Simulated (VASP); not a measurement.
Here is a VASP 6.6.1 calculation.

Contents of INCAR:

```
  PREC = Accurate
  ENCUT = 600
  EDIFF = 1E-8
  ISMEAR = -1
  SIGMA = 0.08
  LREAL = False
  LASPH = True
  NELM = 120
  ALGO = Normal
  ISIF = 2
  LWAVE = False
  LCHARG = False
  IBRION = 8
  NSW = 1
  GGA_COMPAT = False
```

Contents of KPOINTS:

```
regular mesh
0
Gamma
  14 14 14
```

File POSCAR:

```
NbC
1.0
    0.0000000000      2.2246117942      2.2246117942
    2.2246117942      0.0000000000      2.2246117942
    2.2246117942      2.2246117942      0.0000000000
Nb C
1 1
Direct
    0.0000000000      0.0000000000      0.0000000000
    0.5000000000      0.5000000000      0.5000000000
```

Potentials or basis: VASP PAW LDA potentials, release 64 (Nb_sv, C).

Command:

```bash
$ cat potpaw_LDA.64/Nb_sv/POTCAR potpaw_LDA.64/C/POTCAR > POTCAR
$ mpirun -np 1 vasp_std > vasp.out
```

Predict the highest phonon frequency at Γ.

535 cm⁻¹.

Phonon frequencies in cm⁻¹ (negative: imaginary):
| q point | frequencies |
| --- | --- |
| (0.000, 0.000, 0.000) | 0 0 0 535 535 535 |

Caveat: the cell stands under pressure or tension, which shifts response properties.
